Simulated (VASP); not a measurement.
Input of a VASP 6.6.1 run:

Contents of POSCAR:

```
CsH
1.0
    0.0000000000      3.0131917704      3.0131917704
    3.0131917704      0.0000000000      3.0131917704
    3.0131917704      3.0131917704      0.0000000000
Cs H
1 1
Direct
    0.0000000000      0.0000000000      0.0000000000
    0.5000000000      0.5000000000      0.5000000000
```

INCAR.step1

```
SYSTEM = CsH
PREC     = Accurate       ! precision mode
ENCUT    = 600            ! plane-wave cutoff, eV
ISMEAR   = 0              ! smearing method
SIGMA    = 0.02           ! smearing width, eV
LREAL    = .False.        ! projectors in reciprocal space
LASPH    = .True.         ! aspherical terms in the spheres
NELM     = 80             ! most SCF steps
GGA      = PE             ! functional
ALGO     = Normal         ! electronic algorithm
EDIFF    = 1E-4           ! SCF threshold, eV
LWAVE    = .True.         ! write WAVECAR
LCHARG   = .False.        ! write CHGCAR
```

The input INCAR.step2:

```
SYSTEM = CsH
PREC     = Accurate       ! precision mode
ENCUT    = 600            ! plane-wave cutoff, eV
EDIFF    = 1E-7           ! SCF threshold, eV
ISMEAR   = 0              ! smearing method
SIGMA    = 0.02           ! smearing width, eV
LREAL    = .False.        ! projectors in reciprocal space
LASPH    = .True.         ! aspherical terms in the spheres
NELM     = 80             ! most SCF steps
ALGO     = Normal         ! electronic algorithm
ISIF     = 3              ! what is computed and relaxed
LWAVE    = .False.        ! write WAVECAR
LCHARG   = .False.        ! write CHGCAR
METAGGA  = R2SCAN         ! meta-GGA
LMIXTAU  = .True.       
IBRION   = 2              ! ionic algorithm
NSW      = 70             ! ionic steps
EDIFFG   = -0.008         ! ionic threshold
PSTRESS  = 40.0         
ISTART   = 1
```

KPOINTS

```
regular mesh
0
Gamma
  8 8 8
  0 0 0
```

Potentials or basis: VASP PAW PBE potentials, release 64 (Cs_sv, H).

Command:

```sh
$ cat potpaw_PBE.64/Cs_sv/POTCAR potpaw_PBE.64/H/POTCAR > POTCAR
$ cp INCAR.step1 INCAR
$ mpirun -np 1 vasp_std > vasp.out
$ cp INCAR.step2 INCAR
$ mpirun -np 1 vasp_std > vasp.out
```

Q: Predict the space group after relaxing (to 0.1 Å).

A: Fm-3m (No. 225).

Q: What does it give for the relaxed cell?

A: a = 4.153 Å, b = 4.153 Å, c = 4.153 Å, α = 60.00°, β = 60.00°, γ = 60.00°.

Q: Predict the relaxed volume.

A: 25.32 Å³/atom.

Q: Estimate the band gap on the k mesh.

A: 2.27 eV.

The path:
```
step  energy change (eV)  largest force (eV/Å)  pressure (GPa)  volume (Å³)
   1              0.0000                0.0000            2.40        54.72
   2              0.0371                0.0000            3.17        52.57
   3              0.0767                0.0000            3.94        50.79
   4              0.0802                0.0000            4.00        50.64
```

Caveat: the cell is relaxed towards a set pressure, so the run minimises the enthalpy, not the energy; the PAW data sets were made with another functional, which shifts forces and pressure a little; spin-orbit coupling is left out, which moves the levels of the heavy elements. A k mesh can miss the band edges.
